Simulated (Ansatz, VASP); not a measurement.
# AlGaN2: VASP beside Ansatz

```
CELL_PARAMETERS angstrom
3.13853 0.00000 0.00000
0.00000 3.13853 0.00000
0.00000 0.00000 4.42236
ATOMIC_POSITIONS crystal
Al 0.50000 0.50000 0.50000
Ga 0.00000 0.00000 0.00000
N 0.50000 0.00000 0.73908
N 0.00000 0.50000 0.26092
```

Alike in both runs: functional r2SCAN; k mesh 8 × 8 × 6; occupations gaussian, width 0.02 eV; no spin polarisation.

Ansatz relaxed the structure, and its values are those at the end. VASP's run is a single point on that final structure, the one shown.

|  | VASP | Ansatz |
| --- | --- | --- |
| version | VASP 6.6.1 | Ansatz 0.2.0 |
| potentials or method | VASP PAW PBE potentials, release 64 (Al, Ga_d, N_h), cutoff 910 eV | scalar-relativistic, plane waves, PAW |
| valence electrons in the cell | 26 | 26 |

```tsv
	VASP	Ansatz	Ansatz less VASP
gap on the k mesh at the Fermi level (eV)	3.38	3.37	-0.006
least direct gap on the mesh (eV)	3.38	3.37	-0.006
rms of the force components (eV/Å)	0.037	0.000	-0.0371
```

VASP's potentials were made for PBE, not for r2SCAN.

Noted on VASP's run: the cutoff is short for stress, so the pressure is rough.
